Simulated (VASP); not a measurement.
A run of VASP 6.6.1:

File INCAR:

```
PREC = Accurate
ENCUT = 520
EDIFF = 1E-6
ISMEAR = 0
SIGMA = 0.01
LREAL = False
LASPH = True
NELM = 100
ALGO = Normal
ISIF = 2
LWAVE = False
LCHARG = True
GGA = PE
LELF = True
LVHAR = True
NBANDS = 32
```

Contents of KPOINTS:

```
regular mesh
0
Gamma
  6 6 6
```

Contents of POSCAR:

```
Bi2Te3
1.0
    2.2430204040      1.2950084337     10.3975365989
   -2.2430204040      1.2950084337     10.3975365989
    0.0000000000     -2.5900168675     10.3975365989
Bi Te
2 3
Direct
    0.4000000000      0.4000000000      0.4000000000
    0.6000000000      0.6000000000      0.6000000000
    0.0000000000      0.0000000000      0.0000000000
    0.2095000000      0.2095000000      0.2095000000
    0.7905000000      0.7905000000      0.7905000000
```

Potentials or basis: VASP PAW PBE potentials, release 64 (Bi_d, Te).

The run is started by

```console
$ cat potpaw_PBE.64/Bi_d/POTCAR potpaw_PBE.64/Te/POTCAR > POTCAR
$ mpirun -np 1 vasp_std > vasp.out
```

Hardware: 1 thread of Intel(R) Xeon(R) Platinum 8488C (Sapphire Rapids), on a shared host.

**Question.** Estimate the wall time of this run.

**Answer.** Run time: 13 min on 1 thread of Intel(R) Xeon(R) Platinum 8488C (Sapphire Rapids), on a shared host, peak memory 0.95 GiB. Counts: scf iterations 14, k points 32.
